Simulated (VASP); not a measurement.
Input of a VASP 6.6.1 run:

INCAR

```
ALGO = Normal
EDIFF = 1E-6
ENCUT = 500
GGA = PS
GGA_COMPAT = F
ISIF = 2
ISMEAR = -1
LASPH = T
LCHARG = T
LELF = T
LREAL = F
LVHAR = T
LWAVE = F
NBANDS = 28
NELM = 120
PREC = Accurate
SIGMA = 0.1
```

File KPOINTS:

```
k-points
0
Gamma
  5 5 5
```

The input POSCAR:

```
TcBi2
1.0
    0.0000000000      3.3258722253      3.3258722253
    3.3258722253      0.0000000000      3.3258722253
    3.3258722253      3.3258722253      0.0000000000
Tc Bi
1 2
Direct
    0.0000000000      0.0000000000      0.0000000000
    0.2500000000      0.2500000000      0.2500000000
    0.7500000000      0.7500000000      0.7500000000
```

Potentials or basis: VASP PAW PBE potentials, release 64 (Tc_pv, Bi_d).

The run is started by

```sh
$ cat potpaw_PBE.64/Tc_pv/POTCAR potpaw_PBE.64/Bi_d/POTCAR > POTCAR
$ mpirun -np 1 vasp_std > vasp.out
```

Question: Predict the pressure.

Answer: -0.1 GPa.

Question: What does it give for the band gap on the k mesh?

Answer: Zero (an odd number of electrons rules out a gap without spin polarisation).

Caveat: the PAW data sets were made with another functional, which shifts forces and pressure a little; spin-orbit coupling is left out, which moves the levels of the heavy elements.
